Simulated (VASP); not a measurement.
Here is a VASP 6.6.1 calculation.

File INCAR:

```
PREC = Accurate
ENCUT = 520
EDIFF = 1E-7
ISMEAR = -1
SIGMA = 0.1
LREAL = False
LASPH = True
NELM = 100
ALGO = Normal
ISIF = 2
LWAVE = False
LCHARG = False
GGA = B5
ALDAX = 1.0
AGGAX = 1.0
AGGAC = 1.0
ALDAC = 0.0
NBANDS = 10
```

File KPOINTS:

```
Automatic mesh
0
Gamma
  17 17 17
```

POSCAR

```
Na
1.0
   -2.0161555985      2.0161555985      2.0161555985
    2.0161555985     -2.0161555985      2.0161555985
    2.0161555985      2.0161555985     -2.0161555985
Na
1
Direct
    0.0000000000      0.0000000000      0.0000000000
```

Potentials or basis: VASP PAW PBE potentials, release 64 (Na_pv).

The run is started by

```bash
$ cat potpaw_PBE.64/Na_pv/POTCAR > POTCAR
$ mpirun -np 1 vasp_std > vasp.out
```

Question: Estimate the band gap on the k mesh.

Answer: Zero (an odd number of electrons rules out a gap without spin polarisation).

Question: Estimate the pressure.

Answer: 1.2 GPa.

Caveat: the PAW data sets were made with another functional, which shifts forces and pressure a little.
